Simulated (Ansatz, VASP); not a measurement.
# Two plane-wave programs on Mo3H

The input INCAR:

```
SYSTEM = Mo3H
ALGO = Normal
EDIFF = 1E-7
EDIFFG = -0.08
ENCUT = 600
GGA = PE
IBRION = 2
ISIF = 3
ISMEAR = 0
LASPH = .True.
LCHARG = .False.
LREAL = .False.
LWAVE = .False.
NELM = 100
NSW = 36
PREC = Accurate
SIGMA = 0.2
```

KPOINTS

```
k-points
0
Gamma
  6 6 6
  0 0 0
```

POSCAR

```
Mo3H
1.0
   -2.4928567600      2.4928567600      2.4928567600
    2.4928567600     -2.4928567600      2.4928567600
    2.4928567600      2.4928567600     -2.4928567600
H Mo
1 3
Direct
    0.0000000000      0.0000000000      0.0000000000
    0.0000000000      0.5000000000      0.5000000000
    0.5000000000      0.0000000000      0.5000000000
    0.5000000000      0.5000000000      0.0000000000
```

Input for Ansatz:

```yaml
crystal:
  lattice:
    - [-2.49285676, 2.49285676, 2.49285676]
    - [2.49285676, -2.49285676, 2.49285676]
    - [2.49285676, 2.49285676, -2.49285676]
  atoms:
    - { symbol: H, position: [0.0, 0.0, 0.0] }
    - { symbol: Mo, position: [0.0, 0.5, 0.5] }
    - { symbol: Mo, position: [0.5, 0.0, 0.5] }
    - { symbol: Mo, position: [0.5, 0.5, 0.0] }
basis:
  ecutwfc: 420
kpoints:
  mp_grid: { grid: [6, 6, 6] }
hamiltonian:
  xc: pbe
scf:
  occupations: { method: gaussian, width: 0.2 }
  lower_state_search: "off"
output:
  forces: true
  stress: true
  eigenvalues: true
relax:
  adjacent_minimum: "off"
  f_tol: 0.08
  max_steps: 16
  cell: { stress_tol: 0.8 }
```

Alike in both runs: task relaxation of cell and atoms; functional PBE; k mesh 6 × 6 × 6; occupations gaussian, width 0.2 eV; no spin polarisation.

|  | VASP | Ansatz |
| --- | --- | --- |
| version | VASP 6.6.1 | Ansatz 0.2.0 |
| potentials or method | VASP PAW PBE potentials, release 64 (H, Mo_sv), cutoff 600 eV | scalar-relativistic, plane waves, PAW |
| valence electrons in the cell | 43 | 43 |

```csv
,VASP,Ansatz,Ansatz less VASP
"gap on the k mesh at the Fermi level, each at its own relaxed structure (eV)",none,none,-
relaxed volume (Å³/atom),14.94,14.92,-0.014
relaxed length of the cell vector where the two differ most in proportion (Å),4.266,4.264,-0.0013
```

A gap of «none» marks a metal or a gap that the smearing closes.
